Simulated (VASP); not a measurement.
A run of VASP 6.6.1 is set up as follows.

The input INCAR:

```
PREC = Accurate
ENCUT = 520
EDIFF = 1E-6
ISMEAR = -1
SIGMA = 0.08
LREAL = False
LASPH = True
NELM = 100
ALGO = Normal
ISIF = 2
LWAVE = False
LCHARG = True
GGA = PE
LELF = True
LVHAR = True
NBANDS = 20
```

The input KPOINTS:

```
Automatic mesh
0
Gamma
  5 5 7
```

POSCAR

```
Rb
1.0
    7.1909782681      0.0000000000      0.0000000000
   -3.5954891340      6.2275698582      0.0000000000
    0.0000000000      0.0000000000      4.2880513492
Rb
3
Direct
    0.0000000000      0.0000000000      0.0000000000
    0.3333333333      0.6666666667      0.5000000000
    0.6666666667      0.3333333333      0.5000000000
```

Potentials or basis: VASP PAW PBE potentials, release 64 (Rb_sv).

Command:

```sh
$ cat potpaw_PBE.64/Rb_sv/POTCAR > POTCAR
$ mpirun -np 1 vasp_std > vasp.out
```

Question: Predict the band gap on the k mesh.

Answer: Zero (an odd number of electrons rules out a gap without spin polarisation).

Question: Predict the pressure.

Answer: 1.9 GPa.
